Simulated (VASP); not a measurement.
# Ir12Cl in VASP: further runs, part 2 of 2

VASP 6.6.1. The steps go on from the part before.

## Step 3: Single point, PBE+D3(BJ)

INCAR

```
SYSTEM = Ir12Cl
  PREC = Accurate
  ENCUT = 520
  EDIFF = 1E-7
  ISMEAR = -1
  SIGMA = 0.05
  LREAL = .FALSE.
  LASPH = .TRUE.
  NELM = 100
  ALGO = Normal
  ISIF = 2
  LWAVE = .FALSE.
  LCHARG = .FALSE.
  GGA = PE
  IVDW = 12
  NBANDS = 70
```

KPOINTS

```
Automatic mesh
0
G
  3 3 1
  0 0 0
```

POSCAR

```
Ir12Cl
1.0
    5.4305800000      0.0000000000      0.0000000000
    2.7152900000      4.7030200000      0.0000000000
    0.0000000000      0.0000000000     16.4340500000
Ir Cl
12 1
Direct
    0.1666622785      0.1666588703      0.0608492733
    0.6666641199      0.1666588703      0.0608492733
    0.1666734694      0.6666567440      0.0608492733
    0.6666753109      0.6666567440      0.0608492733
   -0.2101222869      0.3662540240      0.1889004841
    0.3379007269      0.2924929088      0.1972672591
   -0.2123785372      0.8385250329      0.2025002966
    0.2794646136      0.8187505050      0.1827607924
    0.0243387703      0.0112055658      0.3345918991
    0.5076878479     -0.0234742782      0.3461897706
    0.0438851691      0.4906209202      0.3242414377
    0.4812731094      0.5399083993      0.3189840605
    1.3195237063     -1.0041207565      0.4698963433
```

Potentials or basis: VASP PAW PBE potentials, release 64 (Ir, Cl).

Launch:

```
$ cat potpaw_PBE.64/Ir/POTCAR potpaw_PBE.64/Cl/POTCAR > POTCAR
$ mpirun -np 1 vasp_std > vasp.out
```

OUTCAR:

```text
SYSTEM = Ir12Cl
   PREC = Accurate
   ENCUT = 520
   EDIFF = 1E-7
   ISMEAR = -1
   LREAL = .FALSE.
   LASPH = .TRUE.
   NELM = 100
   ISIF = 2
   GGA = PE
   IVDW = 12
 IVDW          = 12

 ion  position               nearest neighbor table
   1  0.167  0.167  0.061-   8 2.61   6 2.64   4 2.72   3 2.72   2 2.72   2 2.72   3 2.72   4 2.72
                             5 2.75
   2  0.667  0.167  0.061-   5 2.60   3 2.72   4 2.72   1 2.72   1 2.72   4 2.72   3 2.72   6 2.73
                             7 2.80
   3  0.167  0.667  0.061-   8 2.36   2 2.72   1 2.72   4 2.72   4 2.72   1 2.72   2 2.72   6 2.85
                             7 2.93
   4  0.667  0.667  0.061-   5 2.54   7 2.71   1 2.72   2 2.72   3 2.72   3 2.72   2 2.72   1 2.72
                             8 2.72
   5  0.790  0.366  0.189-   4 2.54   7 2.57  12 2.59   2 2.60   8 2.63   6 2.68   1 2.75   6 2.80
                             8 2.83  11 2.87   7 2.88   9 2.94
   6  0.338  0.292  0.197-   7 2.46  11 2.52   1 2.64   5 2.68   8 2.72  12 2.73   2 2.73   8 2.76
                             5 2.80   3 2.85  10 2.86   7 2.98
   7  0.788  0.839  0.203-   6 2.46   5 2.57  11 2.62   8 2.64  10 2.70   4 2.71   2 2.80   8 2.83
                             5 2.88   9 2.91   3 2.93   6 2.98
   8  0.279  0.819  0.183-   3 2.36   1 2.61  12 2.62   5 2.63   7 2.64   4 2.72   6 2.72   6 2.76
                             9 2.79   5 2.83   7 2.83  10 3.25
   9  0.024  0.011  0.335-  12 2.53  10 2.54  11 2.66  13 2.72  11 2.78   8 2.79   7 2.91  10 2.91
                            12 2.92   5 2.94
  10  0.508  0.977  0.346-  13 2.25  12 2.49   9 2.54  11 2.69   7 2.70  11 2.81   6 2.86   9 2.91
                            12 3.02   8 3.25
  11  0.044  0.491  0.324-   6 2.52  12 2.52   7 2.62   9 2.66  10 2.69   9 2.78  10 2.81   5 2.87
                            12 2.93
  12  0.481  0.540  0.319-  10 2.49  11 2.52   9 2.53   5 2.59   8 2.62   6 2.73   9 2.92  11 2.93
                            10 3.02
  13  0.320  0.996  0.470-  10 2.25   9 2.72

  LATTYP: Found a hexagonal cell.
 ALAT       =     5.4305797945
 C/A-ratio  =     3.0262054185

  Lattice vectors:

 A1 = (  -2.7152900000,  -4.7030200000,   0.0000000000)
[... 166 lines left out ...]
   NGX = 21   NGY = 21   NGZ = 61

 number of electron     115.0000006 magnetization

 Free energy of the ion-electron system (eV)
  ---------------------------------------------------
  ext. energy  EPLUGINS =         0.00000000
  ---------------------------------------------------
  free energy    TOTEN  =       -99.27376046 eV

  energy without entropy =      -99.10116053  energy(sigma->0) =      -99.18746050

 E-fermi :   1.3703     XC(G=0):  -7.2938

 val. band max:        1.3563076136   @ k =  -0.3333   0.3333   0.0000
 cond. band min:       1.3836263459   @ k =   0.3333   0.0000   0.0000
 fundamental gap:      0.0273187323
 Fermi energy:         1.3702781674

 k-point     1 :       0.0000    0.0000    0.0000
  band No.  band energies     occupation
      1     -14.3631      2.00000
      2      -8.7388      2.00000
      3      -6.8113      2.00000
      4      -6.3680      2.00000
      5      -6.0727      2.00000
      6      -6.0381      2.00000
[... 349 lines left out ...]
     68       2.1263      0.00000
     69       2.2014      0.00000
 [bands above 69 left out]

------------------------ aborting loop because EDIFF is reached ----------------------------------------

 Edisp (eV)   -6.10206

 E8    (eV) :    -2.9333

  FORCE on cell =-STRESS in cart. coord.  units (eV):
  Direction    XX          YY          ZZ          XY          YZ          ZX
  --------------------------------------------------------------------------------------
  -------------------------------------------------------------------------------------
  Total      -3.67506    -2.86275     5.46785    -0.59337     2.56541    -0.08603
  in kB     -14.02838   -10.92764    20.87178    -2.26502     9.79264    -0.32840
  external pressure =       -1.36 kB  Pullay stress =        0.00 kB

 VOLUME and BASIS-vectors are now :
 -----------------------------------------------------------------------------
  energy-cutoff  :      520.00
  volume of cell :      419.73
      direct lattice vectors                 reciprocal lattice vectors
     5.430580000  0.000000000  0.000000000     0.184142394 -0.106314666  0.000000000
     2.715290000  4.703020000  0.000000000     0.000000000  0.212629332  0.000000000
     0.000000000  0.000000000 16.434050000     0.000000000  0.000000000  0.060849273

 POSITION                                       TOTAL-FORCE (eV/Angst)
 -----------------------------------------------------------------------------------
      1.35760      0.78380      1.00000        -0.171446      0.063242     -0.156851
      4.07290      0.78380      1.00000        -0.758233     -0.353095      0.161470
      2.71530      3.13530      1.00000        -1.581313     -0.780306     -1.960656
      5.43060      3.13530      1.00000         0.165776      0.583506     -0.593608
      5.28398      1.72250      3.10440         1.214193     -2.629581      0.964425
      2.62920      1.37560      3.24190        -0.803579      1.670714     -0.646524
      6.55408      3.94360      3.32790         1.751250     -0.502327     -0.017070
      3.74080      3.85060      3.00350         2.140204      1.708765      2.466232
      0.16260      0.05270      5.49870        -1.998066      0.648349     -1.001673
      5.40859      4.59262      5.68930         2.330584      1.350805     -1.423534
      1.57050      2.30740      5.32860        -2.111557      0.489387      0.880878
      4.07960      2.53920      5.24220         0.326581     -2.359305      0.504859
      4.43930      4.68364      7.72230        -0.504393      0.109846      0.822051
 -----------------------------------------------------------------------------------
    total drift:                                0.000082      0.000177     -0.000023

  FREE ENERGIE OF THE ION-ELECTRON SYSTEM (eV)
  ---------------------------------------------------
  free  energy   TOTEN  =      -105.3758190135 eV

  energy  without entropy=     -105.2032190790  energy(sigma->0) =     -105.28951905
```

stdout:

```text
POSCAR found type information on POSCAR IrCl
 POSCAR found :  2 types and      13 ions
 scaLAPACK will be used
 LDA part: xc-table for (Slater+PW92), standard interpolation
 POSCAR, INCAR and KPOINTS ok, starting setup
 FFT: planning ... GRIDC
 FFT: planning ... GRID_SOFT
 FFT: planning ... GRID
 WAVECAR not read
 entering main loop
```

Wall time 14 min (1 thread of Intel Xeon Platinum 8259CL at 2.50GHz (Skylake/Cascade Lake), shared host); peak memory 0.53 GiB.

What came out:

| Property | Result |
| --- | --- |
| Free energy | -105.3758 eV |
| Largest force | 3.685 eV/Å |
| Band gap on the k mesh | zero (an odd number of electrons rules out a gap without spin polarisation) |
| Dispersion energy per atom | -0.469 eV |

Forces on the atoms (eV/Å):
```
Ir  -0.171  0.063 -0.157
Ir  -0.758 -0.353  0.161
Ir  -1.581 -0.780 -1.961
Ir   0.166  0.584 -0.594
Ir   1.214 -2.630  0.964
Ir  -0.804  1.671 -0.647
Ir   1.751 -0.502 -0.017
Ir   2.140  1.709  2.466
Ir  -1.998  0.648 -1.002
Ir   2.331  1.351 -1.424
Ir  -2.112  0.489  0.881
Ir   0.327 -2.359  0.505
Cl  -0.504  0.110  0.822
```

Levels at points of the mesh, in eV from the Fermi level:
```
           k point  band 56  band 57  band 58  band 59  band 60  band 61
(0.00, 0.00, 0.00)     0.38     0.40     0.41     0.63     0.83     0.89
```

Caveat: the k points lie up to 0.45 Å⁻¹ apart, too coarse for converged energies and pressures of a metal; the atoms stand as in a frame of molecular dynamics; spin-orbit coupling is left out, which moves the levels of the heavy elements; an odd number of electrons without spin polarisation forces a metal; a magnetic or distorted state may lie lower.
